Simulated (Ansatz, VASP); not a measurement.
One calculation of TiAl, two programs

The input INCAR:

```
ALGO     = Fast           # electronic algorithm
EDIFF    = 1E-6           # SCF threshold, eV
ENCUT    = 520            # plane-wave cutoff, eV
GGA      = PE             # functional
ISIF     = 2              # what is computed and relaxed
ISMEAR   = 0              # smearing method
LASPH    = T              # aspherical terms in the spheres
LCHARG   = T              # write CHGCAR
LELF     = T              # ELF
LREAL    = F              # projectors in reciprocal space
LVHAR    = T            
LWAVE    = F              # write WAVECAR
NBANDS   = 14             # bands
NELM     = 100            # most SCF steps
PREC     = Accurate       # precision mode
SIGMA    = 0.15           # smearing width, eV
```

KPOINTS

```
k-points
0
Gamma
  16 16 16
```

POSCAR

```
TiAl
1.0
    2.9247388800      0.0000000000      0.0000000000
    0.0000000000      2.9247388800      0.0000000000
    0.0000000000      0.0000000000      3.4333891200
Ti Al
1 1
Direct
    0.0000000000      0.0000000000      0.0000000000
    0.5000000000      0.5000000000      0.5000000000
```

Input for Ansatz:

```yaml
crystal:
  lattice:
    - [2.92473888, 0.0, 0.0]
    - [0.0, 2.92473888, 0.0]
    - [0.0, 0.0, 3.43338912]
  atoms:
    - { symbol: Ti, position: [0.0, 0.0, 0.0] }
    - { symbol: Al, position: [0.5, 0.5, 0.5] }
basis:
  ecutwfc: 420
kpoints:
  mp_grid: { grid: [16, 16, 16] }
hamiltonian:
  xc: pbe
scf:
  occupations: { method: gaussian, width: 0.15 }
output:
  forces: true
  stress: true
  eigenvalues: true
```

Change from the starting cell: strain -0.080 along x and y, +0.080 along z, atoms carried along.

Alike in both runs: task single point; functional PBE; k mesh 16 × 16 × 16; occupations gaussian, width 0.15 eV; no spin polarisation.

|  | VASP | Ansatz |
| --- | --- | --- |
| version | VASP 6.6.1 | Ansatz 0.2.0 |
| potentials or method | VASP PAW PBE potentials, release 64 (Ti_sv, Al), cutoff 520 eV | scalar-relativistic, plane waves, PAW |
| valence electrons in the cell | 15 | 15 |

|  | VASP | Ansatz | Ansatz less VASP |
| --- | --- | --- | --- |
| gap on the k mesh at the Fermi level (eV) | none | none | - |
| pressure (GPa) | 13.3 | 13.3 | +0.09 |
| traceless stress, the component that is largest in VASP (GPa) | 6.65 | 6.64 | -0.008 |

A gap of «none» marks a metal or a gap that the smearing closes.
